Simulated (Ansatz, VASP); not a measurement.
P: VASP beside Ansatz

```
P
1.0
    -1.56127    1.56127    1.56127
     1.56127   -1.56127    1.56127
     1.56127    1.56127   -1.56127
P
1
Direct
  0.00000 0.00000 0.00000
```

Alike in both runs: task relaxation of cell and atoms; functional LDA; k mesh 14 × 14 × 14; occupations fermi-dirac, width 0.1 eV; no spin polarisation.

|  | VASP | Ansatz |
| --- | --- | --- |
| version | VASP 6.6.1 | Ansatz 0.2.0 |
| potentials or method | VASP PAW LDA potentials, release 64 (P), cutoff 600 eV | plane waves (420 eV) with PAW, scalar-relativistic |
| valence electrons in the cell | 5 | 5 |

Ansatz gave:

```
relaxed volume (Å³/atom)                                     : 13.59
relaxed cell length with the largest relative difference (Å) : 2.604
```

Task: What did VASP give for the same quantities?

Result: Relaxed volume (Å³/atom): 13.58; relaxed cell length with the largest relative difference (Å): 2.603.

Ansatz warns that its potentials were made for another functional, while VASP's fit it. LDA's correlation is that of Perdew and Zunger in VASP and of Perdew and Wang (1992) in Ansatz.
